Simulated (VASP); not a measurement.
A run of VASP 6.6.1:

File INCAR:

```
  ALGO = Normal
  EDIFF = 1E-8
  ENCUT = 520
  GGA = PS
  ISIF = 2
  ISMEAR = -1
  LASPH = True
  LCHARG = False
  LEFG = True
  LREAL = False
  LWAVE = False
  NBANDS = 16
  NELM = 60
  PREC = Accurate
  SIGMA = 0.05
```

KPOINTS

```
k-points
0
Gamma
  13 13 12
```

The input POSCAR:

```
WC
1.0
    2.9005014360      0.0000000000      0.0000000000
   -1.4502507180      2.5119079273      0.0000000000
    0.0000000000      0.0000000000      2.8290000000
W C
1 1
Direct
    0.0000000000      0.0000000000      0.0000000000
    0.6666666667      0.3333333333      0.5000000000
```

Potentials or basis: VASP PAW PBE potentials, release 64 (W_sv, C).

The run is started by

```sh
$ cat potpaw_PBE.64/W_sv/POTCAR potpaw_PBE.64/C/POTCAR > POTCAR
$ mpirun -np 1 vasp_std > vasp.out
```

Hardware: 1 thread of Intel(R) Xeon(R) 6975P-C (Granite Rapids) (shared host).

**Question.** Estimate the wall time of this run.

**Answer.** It took 19 s on 1 thread of Intel(R) Xeon(R) 6975P-C (Granite Rapids), with other jobs on the host, peak memory 0.17 GiB. Counts: scf iterations 15, k points 147.
